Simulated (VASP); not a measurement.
# Ti (P6_3/mmc) in VASP: further runs

Ti is run at these levels: PBE; tasks: single point.

Program: VASP 6.6.1. These are calculated values, not measurements. Logs are shortened: lines on timing, memory, paths and dates and some standing lists are left out, and cuts for length are marked.

## Step 1: The cell of the first run

Symmetry: P6_3/mmc, No. 194, hexagonal system. The conventional cell has a = 2.979 Å, b = 2.979 Å, c = 4.732 Å, α = 90.00°, β = 90.00°, γ = 120.00°. Within 3.9 Å of Ti (site symmetry -6m2) lie 12 Ti at 2.93 to 2.98 Å.

## Step 2: Single point, PBE (volume scaled by 1.03)

Input file INCAR:

```
SYSTEM = Ti
  PREC = Accurate
  ENCUT = 520
  EDIFF = 1E-7
  ISMEAR = -1
  SIGMA = 0.08
  LREAL = .False.
  LASPH = .True.
  NELM = 100
  ALGO = Normal
  ISIF = 2
  LWAVE = .False.
  LCHARG = .False.
  GGA = PE
  NBANDS = 19
```

Input file KPOINTS:

```
Automatic mesh
0
Gamma
  13 13 7
  0 0 0
```

Input file POSCAR:

```
Ti
1.0
    2.9792076597      0.0000000000      0.0000000000
   -1.4896038298      2.5800695164      0.0000000000
    0.0000000000      0.0000000000      4.7323990572
Ti
2
Direct
    0.3333333333      0.6666666667      0.2500000000
    0.6666666667      0.3333333333      0.7500000000
```

Potentials or basis: VASP PAW PBE potentials, release 64 (Ti_sv).

Started as:

```
$ cat potpaw_PBE.64/Ti_sv/POTCAR > POTCAR
$ mpirun -np 1 vasp_std > vasp.out
```

OUTCAR:

```text
SYSTEM = Ti
   PREC = Accurate
   ENCUT = 520
   EDIFF = 1E-7
   ISMEAR = -1
   LREAL = .False.
   LASPH = .True.
   NELM = 100
   ISIF = 2
   GGA = PE

 ion  position               nearest neighbor table
   1  0.333  0.667  0.250-
   2  0.667  0.333  0.750-

  LATTYP: Found a hexagonal cell.
 ALAT       =     2.9792076597
 C/A-ratio  =     1.5884757284

  Lattice vectors:

 A1 = (   2.9792076597,   0.0000000000,   0.0000000000)
 A2 = (  -1.4896038298,   2.5800695164,   0.0000000000)
 A3 = (   0.0000000000,   0.0000000000,   4.7323990572)

Analysis of symmetry for initial positions (statically):
=====================================================================
 Subroutine PRICEL returns:
 Original cell was already a primitive cell.

 Routine SETGRP: Setting up the symmetry group for a
 hexagonal supercell.

 Subroutine GETGRP returns: Found 24 space group operations
 (whereof 12 operations were pure point group operations)
 out of a pool of 24 trial point group operations.

The static configuration has the point symmetry D_3d.
 The point group associated with its full space group is D_6h.

Analysis of symmetry for dynamics (positions and initial velocities):
=====================================================================
 Subroutine PRICEL returns:
 Original cell was already a primitive cell.

 Routine SETGRP: Setting up the symmetry group for a
 hexagonal supercell.

 Subroutine GETGRP returns: Found 24 space group operations
 (whereof 12 operations were pure point group operations)
 out of a pool of 24 trial point group operations.

The dynamic configuration has the point symmetry D_3d.
 The point group associated with its full space group is D_6h.

 Subroutine INISYM returns: Found 24 space group operations
 (whereof 12 operations are pure point group operations),
 and found     1 'primitive' translations

----------------------------------------------------------------------------------------

                                     Primitive cell

  volume of cell :      36.3759

  direct lattice vectors                    reciprocal lattice vectors
     2.979207660  0.000000000  0.000000000     0.335659717  0.193793228  0.000000000
    -1.489603830  2.580069516  0.000000000     0.000000000  0.387586456  0.000000000
     0.000000000  0.000000000  4.732399057     0.000000000  0.000000000  0.211309314

  length of vectors
     2.979207660  2.979207660  4.732399057     0.387586456  0.387586456  0.211309314

  position of ions in fractional coordinates (direct lattice)
     0.333333333  0.666666667  0.250000000
     0.666666667  0.333333333  0.750000000

  ion indices of the primitive-cell ions
   primitive index   ion index
                 1           1
                 2           2

----------------------------------------------------------------------------------------

 KPOINTS: Automatic mesh

Automatic generation of k-mesh.
 Grid dimensions read from file:
 generate k-points for:   13   13    7

 Generating k-lattice:

  Cartesian coordinates                     Fractional coordinates (reciprocal lattice)
     0.025819978  0.014907171  0.000000000     0.076923077 -0.000000000  0.000000000
     0.000000000  0.029814343  0.000000000     0.000000000  0.076923077  0.000000000
     0.000000000  0.000000000  0.030187045     0.000000000  0.000000000  0.142857143

  Length of vectors
     0.029814343  0.029814343  0.030187045

  Shift w.r.t. Gamma in fractional coordinates (k-lattice)
     0.000000000  0.000000000  0.000000000

 Subroutine IBZKPT returns following result:
 ===========================================

 Found     84 irreducible k-points:

 Following reciprocal coordinates:
            Coordinates               Weight
  0.000000  0.000000  0.000000      1.000000
  0.076923  0.000000  0.000000      6.000000
  0.153846  0.000000  0.000000      6.000000
  0.230769  0.000000  0.000000      6.000000
  0.307692  0.000000  0.000000      6.000000
  0.384615  0.000000  0.000000      6.000000
[... 16 lines left out ...]
  0.076923  0.000000  0.142857     12.000000
  0.153846  0.000000  0.142857     12.000000
 [... further k-points ...]
   k-points           NKPTS =     84   k-points in BZ     NKDIM =     84   number of bands    NBANDS=     19
   number of dos      NEDOS =    301   number of ions     NIONS =      2
   total plane-waves  NPLWV =  20736
   dimension x,y,z NGX =    24 NGY =   24 NGZ =   36
   dimension x,y,z NGXF=    48 NGYF=   48 NGZF=   72
   ions per type =               2
   NGX,Y,Z   is equivalent  to a cutoff of  13.39, 13.39, 12.65 a.u.
   NGXF,Y,Z  is equivalent  to a cutoff of  26.78, 26.78, 25.29 a.u.
 SYSTEM =  Ti
   PREC   = accura    normal or accurate (medium, high low for compatibility)
   ISTART =      0    job   : 0-new  1-cont  2-samecut
   ICHARG =      2    charge: 1-file 2-atom 10-const
   ISPIN  =      1    spin polarized calculation?
   LNONCOLLINEAR =      F non collinear calculations
   LSORBIT =      F    spin-orbit coupling
   LASPH  =      T    aspherical Exc in radial PAW
   ENCUT  =  520.0 eV  38.22 Ry    6.18 a.u.   5.54  5.54  8.80*2*pi/ulx,y,z
   NELM   =    100;   NELMIN=  2; NELMDL= -5     # of ELM steps
   EDIFF  = 0.1E-06   stopping-criterion for ELM
   LREAL  =      F    real-space projection
   EDIFFG = 0.1E-05   stopping-criterion for IOM
   NSW    =      0    number of steps for IOM
   IBRION =     -1    ionic relax: 0-MD 1-quasi-New 2-CG
   NFREE  =      0    steps in history (QN), initial steepest desc. (CG)
   ISIF   =      2    stress and relaxation
   ISYM   =      2    0-nonsym 1-usesym 2-fastsym
   POTIM  = 0.5000    time-step for ionic-motion
   TEBEG  =    0.0;   TEEND  =   0.0 temperature during run
   PSTRESS=    0.0 pullay stress
   NELECT =      24.0000    total number of electrons
   NUPDOWN=      -1.0000    fix difference up-down
   EMIN   =  10.00;   EMAX   =-10.00  energy-range for DOS
   EFERMI =   0.00;   METHOD = LEGACY
   ISMEAR =    -1;   SIGMA  =   0.08  broadening in eV -4-tet -1-fermi 0-gaus
   EFERMI_NEDOS =   21; number of points for ismear=-14 and -15
   IALGO  =     38    algorithm
   IMIX   =      4    mixing-type and parameters
     AMIX     =   0.40;   BMIX     =  1.00
     AMIX_MAG =   1.60;   BMIX_MAG =  1.00
  volume/ion in A,a.u.               =      18.19       122.74
  Fermi-wavevector in a.u.,A,eV,Ry     =   1.425194  2.693227 27.635864  2.031179
  Thomas-Fermi vector in A             =   2.545604
   LORBIT       =      0    0 simple, 1 ext, 2 COOP (PROOUT), +10 PAW based schemes
   GGA     = PE    functional components
   LHFCALC =     F    Hartree Fock is set to
   AEXX    =    0.0000 exact exchange contribution
   IVDW    =     0    specifies the selected vdW correction
   LEPSILON=     F    determine dielectric tensor
   LRPA    =     F    only Hartree local field effects (RPA)
 non-spin polarized calculation
  energy-cutoff  :      520.00
  volume of cell :       36.38
 maximum number of plane-waves:      1014
 NGX is ok and might be reduce to    24
   NGX = 11   NGY = 11   NGZ = 17

 number of electron      24.0000000 magnetization

 Free energy of the ion-electron system (eV)
  ---------------------------------------------------
  ext. energy  EPLUGINS =         0.00000000
  ---------------------------------------------------
  free energy    TOTEN  =       -15.66946555 eV

  energy without entropy =      -15.61915505  energy(sigma->0) =      -15.64431030

 E-fermi :   7.8454     XC(G=0): -11.2817

 val. band max:        7.8415796109   @ k =   0.3846   0.2308   0.2857
 cond. band min:       7.8508387737   @ k =   0.2308   0.2308   0.4286
 fundamental gap:      0.0092591628
 Fermi energy:         7.8454241360

 k-point     1 :       0.0000    0.0000    0.0000
  band No.  band energies     occupation
      1     -49.0775      2.00000
      2     -48.9656      2.00000
      3     -25.6116      2.00000
      4     -25.0580      2.00000
      5     -25.0580      2.00000
      6     -25.0062      2.00000
[... 11 lines left out ...]
     18       9.4149      0.00000
     19      10.8375      0.00000

 k-point     2 :       0.0769    0.0000    0.0000
  band No.  band energies     occupation
      1     -49.0727      2.00000
      2     -48.9636      2.00000
      3     -25.6005      2.00000
      4     -25.0809      2.00000
      5     -25.0656      2.00000
      6     -25.0109      2.00000
[... 11 lines left out ...]
     18       9.3291      0.00000
     19      10.8824      0.00000

 k-point     3 :       0.1538    0.0000    0.0000
  band No.  band energies     occupation
      1     -49.0591      2.00000
      2     -48.9585      2.00000
      3     -25.5685      2.00000
      4     -25.1447      2.00000
      5     -25.0863      2.00000
      6     -25.0607      2.00000
[... 11 lines left out ...]
     18       9.4473      0.00000
     19      10.9807      0.00000

 k-point     4 :       0.2308    0.0000    0.0000
  band No.  band energies     occupation
      1     -49.0391      2.00000
      2     -48.9519      2.00000
      3     -25.5196      2.00000
      4     -25.2355      2.00000
      5     -25.1499      2.00000
      6     -25.1143      2.00000
[... 11 lines left out ...]
     18       9.8706      0.00000
     19      11.0787      0.00000

 k-point     5 :       0.3077    0.0000    0.0000
  band No.  band energies     occupation
      1     -49.0166      2.00000
      2     -48.9462      2.00000
      3     -25.4603      2.00000
      4     -25.3327      2.00000
      5     -25.2415      2.00000
      6     -25.1430      2.00000
[... 11 lines left out ...]
     18      10.3664      0.00000
     19      11.1515      0.00000
[... 334 lines left out ...]
      2     -48.9499      2.00000
      3     -25.3910      2.00000
      4     -25.3089      2.00000
      5     -25.2777      2.00000
      6     -25.2747      2.00000
[... 11 lines left out ...]
     18      10.9634      0.00000
     19      13.0473      0.00000

 k-point    22 :       0.0000    0.0000    0.1429
  band No.  band energies     occupation
      1     -49.0720      2.00000
      2     -48.9712      2.00000
      3     -25.5827      2.00000
      4     -25.0537      2.00000
      5     -25.0537      2.00000
      6     -25.0372      2.00000
[... 11 lines left out ...]
     18       9.5857      0.00000
     19      10.8432      0.00000

 k-point    23 :       0.0769    0.0000    0.1429
  band No.  band energies     occupation
      1     -49.0674      2.00000
      2     -48.9691      2.00000
      3     -25.5730      2.00000
      4     -25.0761      2.00000
      5     -25.0612      2.00000
      6     -25.0484      2.00000
[... 11 lines left out ...]
     18       9.5420      0.00000
     19      10.8796      0.00000

 k-point    24 :       0.1538    0.0000    0.1429
  band No.  band energies     occupation
      1     -49.0541      2.00000
      2     -48.9635      2.00000
      3     -25.5455      2.00000
      4     -25.1383      2.00000
      5     -25.0946      2.00000
      6     -25.0812      2.00000
[... 11 lines left out ...]
     18       9.5511      0.00000
     19      10.9583      0.00000

 [... further k-points ...]
[... 5 lines left out ...]
  --------------------------------------------------------------------------------------
  -------------------------------------------------------------------------------------
  Total       -1.0432562     -1.0432562     -1.1417471     -0.0000000     -0.0000000      0.0000000
  in kB      -45.9502636    -45.9502636    -50.2883015     -0.0000000     -0.0000000      0.0000000
  external PRESSURE =     -47.3962763 kB  Pullay stress =       0.0000000 kB

 VOLUME and BASIS-vectors are now :
 -----------------------------------------------------------------------------
  energy-cutoff  :      520.00
  volume of cell :       36.38
      direct lattice vectors                 reciprocal lattice vectors
     2.979207660  0.000000000  0.000000000     0.335659717  0.193793228  0.000000000
    -1.489603830  2.580069516  0.000000000     0.000000000  0.387586456  0.000000000
     0.000000000  0.000000000  4.732399057     0.000000000  0.000000000  0.211309314

 POSITION                                       TOTAL-FORCE (eV/Angst)
 -----------------------------------------------------------------------------------
     -0.00000      1.72005      1.18310        -0.000000      0.000000      0.000000
      1.48960      0.86002      3.54930         0.000000     -0.000000      0.000000
 -----------------------------------------------------------------------------------
    total drift:                               -0.000000      0.000000     -0.000000

  FREE ENERGIE OF THE ION-ELECTRON SYSTEM (eV)
  ---------------------------------------------------
  free  energy   TOTEN  =       -15.6694655501 eV

  energy  without entropy=      -15.6191550475  energy(sigma->0) =      -15.64431030
```

Wall time 38 s (1 thread of Intel Xeon 6975P-C, shared host); peak memory 0.18 GiB.

What came out:

- Free energy: -15.6695 eV
- Pressure: -4.7 GPa
- Band gap on the k mesh: zero (band 12 reaches 8.61 eV, above the bottom of band 13 at 7.55 eV)

## Step 3: Single point, PBE (volume scaled by 1.06)

Input file INCAR:

```
SYSTEM = Ti
PREC = Accurate ; ENCUT = 520
EDIFF = 1E-7 ; ISMEAR = -1
SIGMA = 0.08 ; LREAL = .FALSE.
LASPH = .TRUE. ; NELM = 60
ALGO = Normal ; ISIF = 2
LWAVE = .FALSE. ; LCHARG = .FALSE.
GGA = PE ; NBANDS = 19
```

Input file KPOINTS:

```
regular mesh
0
G
  13 13 7
  0 0 0
```

Input file POSCAR:

```
Ti
1.0
    3.0078556446      0.0000000000      0.0000000000
   -1.5039278223      2.6048793991      0.0000000000
    0.0000000000      0.0000000000      4.7779056859
Ti
2
Direct
    0.3333333333      0.6666666667      0.2500000000
    0.6666666667      0.3333333333      0.7500000000
```

Potentials or basis: VASP PAW PBE potentials, release 64 (Ti_sv).

Started as:

```
$ cat potpaw_PBE.64/Ti_sv/POTCAR > POTCAR
$ mpirun -np 1 vasp_std > vasp.out
```

Wall time 44 s (1 thread of Intel Xeon 6975P-C, shared host); peak memory 0.18 GiB.

It converged, with:

```
Free energy            : -15.6300 eV
Pressure               : -7.3 GPa
Band gap on the k mesh : zero (band 12 reaches 8.30 eV, above the bottom of band 13 at 7.28 eV)
```

Stress tensor (GPa, compression positive):
```
-7.12  0.00  0.00
 0.00 -7.12  0.00
 0.00  0.00 -7.57
```

Levels at points of the mesh, in eV from the Fermi level:
```
           k point  band 8  band 9  band 10  band 11  band 12  band 13  band 14  band 15  band 16  band 17
(0.00, 0.00, 0.00)  -32.89   -6.01    -2.50     0.58     0.75     0.75     0.82     1.19     1.19     1.52
```
